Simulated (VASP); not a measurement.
# PtSe2 (P-3m1) in VASP: a series of runs

Runs on PtSe2. Level: PBEsol. Tasks: single point.

All numbers are computed with VASP 6.6.1; they aren't measurements. Logs are shortened: lines on timing, memory, paths and dates and some standing lists are left out, and cuts for length are marked.

## Step 1: The cell of the first run

Symmetry: P-3m1, No. 164, trigonal system. Conventional cell: a = 3.648 Å, b = 3.648 Å, c = 4.959 Å, α = 90.00°, β = 90.00°, γ = 120.00°. Pt (site symmetry -3m) has 6 Se at 2.44 Å within 3.2 Å. Se (site symmetry 3m) has 3 Pt at 2.44 Å and 6 Se at 3.25 Å within 3.3 Å.

## Step 2: Single point, PBEsol

Contents of INCAR:

```
PREC = Accurate
ENCUT = 500
EDIFF = 1E-6
ISMEAR = 1
SIGMA = 0.1
LREAL = F
LASPH = T
NELM = 120
ALGO = Normal
ISIF = 2
LWAVE = F
LCHARG = F
GGA = PS
NBANDS = 18
GGA_COMPAT = F
```

Contents of KPOINTS:

```
Automatic mesh
0
Gamma
  9 9 6
```

Contents of POSCAR:

```
PtSe2
1.0
    3.6479786689      0.0000000000      0.0000000000
   -1.8239893344      3.1592425879      0.0000000000
    0.0000000000      0.0000000000      4.9586648823
Pt Se
1 2
Direct
    0.0000000000      0.0000000000      0.0000000000
    0.3333333333      0.6666666667      0.2500000000
    0.6666666667      0.3333333333      0.7500000000
```

Potentials or basis: VASP PAW PBE potentials, release 64 (Pt, Se).

Started as:

```sh
cat potpaw_PBE.64/Pt/POTCAR potpaw_PBE.64/Se/POTCAR > POTCAR
mpirun -np 1 vasp_std > vasp.out
```

OUTCAR:

```text
PREC = Accurate
   ENCUT = 500
   EDIFF = 1E-6
   ISMEAR = 1
   LREAL = F
   LASPH = T
   NELM = 120
   ISIF = 2
   GGA = PS

 ion  position               nearest neighbor table
   1  0.000  0.000  0.000-   2 2.44   3 2.44   3 2.44   2 2.44   3 2.44   2 2.44
   2  0.333  0.667  0.250-   1 2.44   1 2.44   1 2.44
   3  0.667  0.333  0.750-   1 2.44   1 2.44   1 2.44

  LATTYP: Found a hexagonal cell.
 ALAT       =     3.6479786689
 C/A-ratio  =     1.3592910848

  Lattice vectors:

 A1 = (   3.6479786689,   0.0000000000,   0.0000000000)
 A2 = (  -1.8239893344,   3.1592425879,   0.0000000000)
 A3 = (   0.0000000000,   0.0000000000,   4.9586648823)

Analysis of symmetry for initial positions (statically):
=====================================================================
 Subroutine PRICEL returns:
 Original cell was already a primitive cell.

 Routine SETGRP: Setting up the symmetry group for a
 hexagonal supercell.

 Subroutine GETGRP returns: Found 12 space group operations
 (whereof 12 operations were pure point group operations)
 out of a pool of 24 trial point group operations.

The static configuration has the point symmetry D_3d.

Analysis of symmetry for dynamics (positions and initial velocities):
=====================================================================
 Subroutine PRICEL returns:
 Original cell was already a primitive cell.

 Routine SETGRP: Setting up the symmetry group for a
 hexagonal supercell.

 Subroutine GETGRP returns: Found 12 space group operations
 (whereof 12 operations were pure point group operations)
 out of a pool of 24 trial point group operations.

The dynamic configuration has the point symmetry D_3d.

 Subroutine INISYM returns: Found 12 space group operations
 (whereof 12 operations are pure point group operations),
 and found     1 'primitive' translations

----------------------------------------------------------------------------------------

                                     Primitive cell

  volume of cell :      57.1479

  direct lattice vectors                    reciprocal lattice vectors
     3.647978669  0.000000000  0.000000000     0.274124410  0.158265782  0.000000000
    -1.823989334  3.159242588  0.000000000     0.000000000  0.316531565  0.000000000
     0.000000000  0.000000000  4.958664882     0.000000000  0.000000000  0.201667187

  length of vectors
     3.647978669  3.647979005  4.958664882     0.316531594  0.316531565  0.201667187

  position of ions in fractional coordinates (direct lattice)
     0.000000000  0.000000000  0.000000000
     0.333333333  0.666666667  0.250000000
     0.666666667  0.333333333  0.750000000

  ion indices of the primitive-cell ions
   primitive index   ion index
                 1           1
                 2           2
                 3           3

----------------------------------------------------------------------------------------

 KPOINTS: Automatic mesh

Automatic generation of k-mesh.
 Grid dimensions read from file:
 generate k-points for:    9    9    6

 Generating k-lattice:

  Cartesian coordinates                     Fractional coordinates (reciprocal lattice)
     0.030458268  0.017585087  0.000000000     0.111111111 -0.000000000  0.000000000
     0.000000000  0.035170174  0.000000000     0.000000000  0.111111111  0.000000000
     0.000000000  0.000000000  0.033611198     0.000000000  0.000000000  0.166666667

  Length of vectors
     0.035170177  0.035170174  0.033611198

  Shift w.r.t. Gamma in fractional coordinates (k-lattice)
     0.000000000  0.000000000  0.000000000

 Subroutine IBZKPT returns following result:
 ===========================================

 Found     62 irreducible k-points:

 Following reciprocal coordinates:
            Coordinates               Weight
  0.000000  0.000000  0.000000      1.000000
  0.111111  0.000000  0.000000      6.000000
  0.222222  0.000000  0.000000      6.000000
  0.333333  0.000000  0.000000      6.000000
  0.444444  0.000000  0.000000      6.000000
  0.111111  0.111111  0.000000      6.000000
[... 16 lines left out ...]
  0.222222  0.111111  0.166667     12.000000
 -0.111111  0.333333  0.166667     12.000000
 [... further k-points ...]
   k-points           NKPTS =     62   k-points in BZ     NKDIM =     62   number of bands    NBANDS=     18
   number of dos      NEDOS =    301   number of ions     NIONS =      3
   total plane-waves  NPLWV =  28224
   dimension x,y,z NGX =    28 NGY =   28 NGZ =   36
   dimension x,y,z NGXF=    56 NGYF=   56 NGZF=   72
   ions per type =               1   2
   NGX,Y,Z   is equivalent  to a cutoff of  12.76, 12.76, 12.07 a.u.
   NGXF,Y,Z  is equivalent  to a cutoff of  25.52, 25.52, 24.14 a.u.
 SYSTEM =  unknown system
   PREC   = accura    normal or accurate (medium, high low for compatibility)
   ISTART =      0    job   : 0-new  1-cont  2-samecut
   ICHARG =      2    charge: 1-file 2-atom 10-const
   ISPIN  =      1    spin polarized calculation?
   LNONCOLLINEAR =      F non collinear calculations
   LSORBIT =      F    spin-orbit coupling
   LASPH  =      T    aspherical Exc in radial PAW
   ENCUT  =  500.0 eV  36.75 Ry    6.06 a.u.   6.65  6.65  9.04*2*pi/ulx,y,z
   NELM   =    120;   NELMIN=  2; NELMDL= -5     # of ELM steps
   EDIFF  = 0.1E-05   stopping-criterion for ELM
   LREAL  =      F    real-space projection
[... 7 lines left out ...]
   TEBEG  =    0.0;   TEEND  =   0.0 temperature during run
   PSTRESS=    0.0 pullay stress
   NELECT =      22.0000    total number of electrons
   NUPDOWN=      -1.0000    fix difference up-down
   EMIN   =  10.00;   EMAX   =-10.00  energy-range for DOS
   EFERMI =   0.00;   METHOD = LEGACY
   ISMEAR =     1;   SIGMA  =   0.10  broadening in eV -4-tet -1-fermi 0-gaus
   EFERMI_NEDOS =   21; number of points for ismear=-14 and -15
   IALGO  =     38    algorithm
   IMIX   =      4    mixing-type and parameters
     AMIX     =   0.40;   BMIX     =  1.00
     AMIX_MAG =   1.60;   BMIX_MAG =  1.00
  volume/ion in A,a.u.               =      19.05       128.55
  Fermi-wavevector in a.u.,A,eV,Ry     =   1.190919  2.250511 19.296995  1.418289
  Thomas-Fermi vector in A             =   2.326993
   LORBIT       =      0    0 simple, 1 ext, 2 COOP (PROOUT), +10 PAW based schemes
   GGA     = PS    functional components
   LHFCALC =     F    Hartree Fock is set to
   AEXX    =    0.0000 exact exchange contribution
   IVDW    =     0    specifies the selected vdW correction
   LEPSILON=     F    determine dielectric tensor
   LRPA    =     F    only Hartree local field effects (RPA)
 non-spin polarized calculation
 Methfessel and Paxton  Order N= 1 SIGMA  =   0.10
  energy-cutoff  :      500.00
  volume of cell :       57.15
 maximum number of plane-waves:      1476
 NGX is ok and might be reduce to    28
   NGX = 13   NGY = 13   NGZ = 19

 number of electron      22.0000003 magnetization

 Free energy of the ion-electron system (eV)
  ---------------------------------------------------
  ext. energy  EPLUGINS =         0.00000000
  ---------------------------------------------------
  free energy    TOTEN  =       -15.72693819 eV

  energy without entropy =      -15.72712840  energy(sigma->0) =      -15.72700160

 E-fermi :   7.3677     XC(G=0): -11.1061

 val. band max:        7.3165269156   @ k =   0.1111   0.0000   0.0000
 cond. band min:       7.3735632356   @ k =   0.0000   0.3333   0.3333
 fundamental gap:      0.0570363200
 Fermi energy:         7.3676832142

 k-point     1 :       0.0000    0.0000    0.0000
  band No.  band energies     occupation
      1      -9.0548      2.00000
      2      -5.8184      2.00000
      3      -0.5240      2.00000
      4       0.2229      2.00000
      5       0.2229      2.00000
      6       2.8591      2.00000
[... 10 lines left out ...]
     17      14.4646      0.00000
     18      19.2152      0.00000

 k-point     2 :       0.1111    0.0000    0.0000
  band No.  band energies     occupation
      1      -8.9002      2.00000
      2      -5.8987      2.00000
      3      -0.3488      2.00000
      4       0.3218      2.00000
      5       0.3363      2.00000
      6       2.6555      2.00000
[... 10 lines left out ...]
     17      14.9635      0.00000
     18      17.3112      0.00000

 k-point     3 :       0.2222    0.0000    0.0000
  band No.  band energies     occupation
      1      -8.4631      2.00000
      2      -6.1048      2.00000
      3       0.1154      2.00000
      4       0.5747      2.00000
      5       0.6561      2.00000
      6       1.8922      2.00000
[... 10 lines left out ...]
     17      15.6016      0.00000
     18      15.7222      0.00000

 k-point     4 :       0.3333    0.0000    0.0000
  band No.  band energies     occupation
      1      -7.8350      2.00000
      2      -6.3746      2.00000
      3       0.1821      2.00000
      4       0.8344      2.00000
      5       0.9957      2.00000
      6       1.5211      2.00000
[... 10 lines left out ...]
     17      15.0799      0.00000
     18      16.1988      0.00000

 k-point     5 :       0.4444    0.0000    0.0000
  band No.  band energies     occupation
      1      -7.1904      2.00000
      2      -6.7054      2.00000
      3      -0.5510      2.00000
      4       0.9488      2.00000
      5       1.3830      2.00000
      6       2.4156      2.00000
[... 10 lines left out ...]
     17      14.5538      0.00000
     18      18.1047      0.00000

 k-point     6 :       0.1111    0.1111    0.0000
  band No.  band energies     occupation
      1      -8.6040      2.00000
      2      -6.0401      2.00000
      3      -0.0216      2.00000
      4       0.5078      2.00000
      5       0.5351      2.00000
      6       2.3376      2.00000
[... 307 lines left out ...]
 k-point    21 :       0.0000    0.4444    0.1667
  band No.  band energies     occupation
      1      -7.2531      2.00000
      2      -6.5827      2.00000
      3      -0.7327      2.00000
      4       0.8668      2.00000
      5       0.9573      2.00000
      6       2.5437      2.00000
[... 10 lines left out ...]
     17      15.8978      0.00000
     18      17.6507      0.00000

 k-point    22 :       0.1111    0.1111    0.1667
  band No.  band energies     occupation
      1      -8.4999      2.00000
      2      -6.2500      2.00000
      3      -0.0730      2.00000
      4       0.4869      2.00000
      5       0.8673      2.00000
      6       2.2455      2.00000
[... 10 lines left out ...]
     17      15.1910      0.00000
     18      16.0650      0.00000

 k-point    23 :       0.2222    0.1111    0.1667
  band No.  band energies     occupation
      1      -7.9609      2.00000
      2      -6.4333      2.00000
      3       0.3083      2.00000
      4       0.6957      2.00000
      5       1.0055      2.00000
      6       1.7856      2.00000
[... 10 lines left out ...]
     17      15.6398      0.00000
     18      16.0896      0.00000

 k-point    24 :      -0.1111    0.3333    0.1667
  band No.  band energies     occupation
      1      -7.9953      2.00000
      2      -6.3551      2.00000
      3       0.0128      2.00000
      4       0.6085      2.00000
      5       1.1666      2.00000
      6       1.5027      2.00000
[... 10 lines left out ...]
     17      15.0996      0.00000
     18      16.9594      0.00000

 [... further k-points ...]
[... 5 lines left out ...]
  --------------------------------------------------------------------------------------
  -------------------------------------------------------------------------------------
  Total        4.9552124      4.9552136      3.1034169      0.0000000     -0.0000000      0.0000000
  in kB      138.9225781    138.9226122     87.0062966      0.0000000     -0.0000000      0.0000000
  external PRESSURE =     121.6171623 kB  Pullay stress =       0.0000000 kB

 VOLUME and BASIS-vectors are now :
 -----------------------------------------------------------------------------
  energy-cutoff  :      500.00
  volume of cell :       57.15
      direct lattice vectors                 reciprocal lattice vectors
     3.647978669  0.000000000  0.000000000     0.274124410  0.158265782  0.000000000
    -1.823989334  3.159242588  0.000000000     0.000000000  0.316531565  0.000000000
     0.000000000  0.000000000  4.958664882     0.000000000  0.000000000  0.201667187

 POSITION                                       TOTAL-FORCE (eV/Angst)
 -----------------------------------------------------------------------------------
      0.00000      0.00000      0.00000         0.000000      0.000000     -0.000000
     -0.00000      2.10616      1.23967        -0.000000      0.000000      1.211323
      1.82399      1.05308      3.71900         0.000000     -0.000000     -1.211323
 -----------------------------------------------------------------------------------
    total drift:                               -0.000000     -0.000000     -0.000000

  FREE ENERGIE OF THE ION-ELECTRON SYSTEM (eV)
  ---------------------------------------------------
  free  energy   TOTEN  =       -15.7269381936 eV

  energy  without entropy=      -15.7271284038  energy(sigma->0) =      -15.72700160
```

Run time: 50 s. Hardware: 1 thread of Intel Xeon 8259CL, shared host; peak memory 0.21 GiB.

What came out:

```
Free energy            : -15.7269 eV
Pressure               : 12.2 GPa
Largest force          : 1.211 eV/Å
Band gap on the k mesh : zero (bands 11 and 12 overlap by 0.43 eV)
```

Forces in eV/Å, atoms in the order of the input:
```
Pt   0.000  0.000  0.000
Se   0.000  0.000  1.211
Se   0.000  0.000 -1.211
```

Levels at points of the mesh, in eV from the Fermi level:
| k point | band 8 | band 9 | band 10 | band 11 | band 12 | band 13 | band 14 | band 15 |
| --- | --- | --- | --- | --- | --- | --- | --- | --- |
| (0.00, 0.00, 0.00) | -2.87 | -1.23 | -1.23 | 0.34 | 1.48 | 1.48 | 3.27 | 4.47 |
| (0.00, 0.00, 0.50) | -3.32 | -1.75 | -1.70 | -1.70 | 2.45 | 2.45 | 4.57 | 6.55 |

Caveat: the stress differs along the axes, from 9 to 14 GPa; the PAW data sets were made with another functional, which shifts forces and pressure a little; spin-orbit coupling is left out, which moves the levels of the heavy elements.

(Continued in part 2 of 2.)

The gap in the log of VASP goes by the Fermi energy; the results here count the filled bands.